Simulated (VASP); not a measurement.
Here is a VASP 6.6.1 calculation.

Contents of INCAR:

```
SYSTEM = C
PREC     = Accurate       ! precision mode
ENCUT    = 520            ! plane-wave cutoff, eV
EDIFF    = 1E-7           ! SCF threshold, eV
ISMEAR   = 0              ! smearing method
SIGMA    = 0.1            ! smearing width, eV
LREAL    = .False.        ! projectors in reciprocal space
LASPH    = .True.         ! aspherical terms in the spheres
NELM     = 80             ! most SCF steps
ALGO     = Normal         ! electronic algorithm
ISIF     = 2              ! what is computed and relaxed
LWAVE    = .False.        ! write WAVECAR
LCHARG   = .False.        ! write CHGCAR
GGA      = PE             ! functional
IVDW     = 12             ! dispersion correction
NBANDS   = 41             ! bands
```

KPOINTS

```
Automatic mesh
0
Gamma
  15 15 2
  0 0 0
```

POSCAR

```
C
1.0
    2.4649634462      0.0000000000      0.0000000000
   -1.2324817231      2.1347209638      0.0000000000
    0.0000000000      0.0000000000     23.5147310030
C
14
Direct
    0.0021432181     -0.0021432181      0.0681459796
    0.6687728896      0.3312271104      0.0681563026
    0.0036447215     -0.0036447215      0.2113133583
    0.3369806657      0.6630193343      0.2113082868
   -0.0036149484      0.0036149484      0.3539647273
    0.6630491099      0.3369508901      0.3539697983
   -0.0021160920      0.0021160920      0.4971572519
    0.3312542849      0.6687457151      0.4971469245
    0.6667677937      1.3332322063      0.6400265484
    0.0001002221      1.9998997779      0.6399670959
    1.3333485500      1.6666514500      0.7826748380
    0.6666814655      2.3333185345      0.7826140296
    1.9999268085      2.0000731915      0.9253155023
    1.3332592845      2.6667407155      0.9252560354
```

Potentials or basis: VASP PAW PBE potentials, release 64 (C).

Launch:

```console
$ cat potpaw_PBE.64/C/POTCAR > POTCAR
$ mpirun -np 1 vasp_std > vasp.out
```

Problem. Predict the pressure.

Solution. 0.5 GPa.

Problem. Estimate the dispersion energy per atom.

Solution. -0.156 eV.

Problem. What does it give for the largest force?

Solution. 0.009 eV/Å.

Forces in eV/Å, atoms in the order of the input:
```
C   -0.007  0.004  0.001
C    0.007 -0.004 -0.001
C    0.000  0.000  0.000
C   -0.001  0.000 -0.001
C    0.000  0.000  0.000
C    0.001  0.000  0.001
C    0.007 -0.004 -0.001
C   -0.007  0.004  0.001
C    0.000  0.000 -0.003
C    0.000  0.000  0.002
C    0.000  0.000 -0.002
C    0.000  0.000  0.002
C    0.000  0.000 -0.002
C    0.000  0.000  0.004
```
